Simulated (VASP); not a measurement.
Runs of VASP 6.6.1 on Re. The structure is that of space group Im-3m (No. 229), or close to it. The cells are those of the table. 

```csv
task,cell,cutoff (eV),gap on the mesh (eV),pressure (GPa),relaxed volume (Å³/atom)
single point,"a = 2.672 Å, angles 70.5, 109.5, 70.5°, 1 atom",520,none,4.1,-
single point,"a = 2.690 Å, angles 70.5, 109.5, 70.5°, 1 atom",520,none,-3.7,-
single point,"a = 2.681 Å, angles 70.5, 109.5, 70.5°, 1 atom",520,none,(a),-
relaxation of cell and atoms,"relaxed from a = 2.676 Å, angles 70.5, 109.5, 70.5°, 1 atom",600,none,0.0,14.85
relaxation of cell and atoms,"relaxed from a = 2.681 Å, angles 70.5, 109.5, 70.5°, 1 atom",600,none,0.0,14.85
```

Alike in all rows: level r2SCAN; potentials or basis VASP PAW PBE potentials, release 64 (Re); no spin polarisation; k mesh 11 × 11 × 11; smearing methfessel-paxton 0.05 eV.

Q: Estimate the missing entries.

A: (a) 0.1.

Caveats: the PAW data sets were made with another functional, which shifts forces and pressure a little; spin-orbit coupling is left out, which moves the levels of the heavy elements.

A k mesh can miss the band edges, and the runs leave out spin-orbit coupling on Re.

A gap of «none» marks levels without a gap at the run's occupations.
